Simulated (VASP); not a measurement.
Ge, 4 atoms in the cell. It takes space group Fmmm (No. 69, orthorhombic). The conventional cell has a = 5.330 Å, b = 5.847 Å, c = 10.366 Å, α = 90.00°, β = 90.00°, γ = 90.00°. Ge (site symmetry m2m) has 8 Ge at 2.65 to 3.21 Å within 3.5 Å. Ge (site symmetry mm2) has 12 Ge at 2.75 to 3.74 Å within 3.8 Å. 

- Program: VASP 6.6.1
- Task: single point
- Functional: r2SCAN
- Potentials or basis: VASP PAW PBE potentials, release 64 (Ge_d)
- Cutoff: 520 eV
- k mesh: 7 × 7 × 7
- Occupations: fermi-dirac, width 0.05 eV
- Spin: no spin polarisation
- Dipole correction: no
- Further INCAR settings: ALGO = Normal; EDIFF = 1e-07; NBANDS = 36

Potentials or basis: VASP PAW PBE potentials, release 64 (Ge_d).

Launch:

```bash
$ cat potpaw_PBE.64/Ge_d/POTCAR > POTCAR
$ cp INCAR.step1 INCAR
$ mpirun -np 1 vasp_std > vasp.out
$ cp INCAR.step2 INCAR
$ mpirun -np 1 vasp_std > vasp.out
```

Hardware: 1 thread of Intel(R) Xeon(R) Platinum 8259CL CPU @ 2.50GHz (Skylake/Cascade Lake), on a shared host.

Question: Estimate the wall time of this run.

Answer: Run time: 20 min on 1 thread of Intel(R) Xeon(R) Platinum 8259CL CPU @ 2.50GHz (Skylake/Cascade Lake) (shared host), peak memory 0.35 GiB. Counts: k points 64.
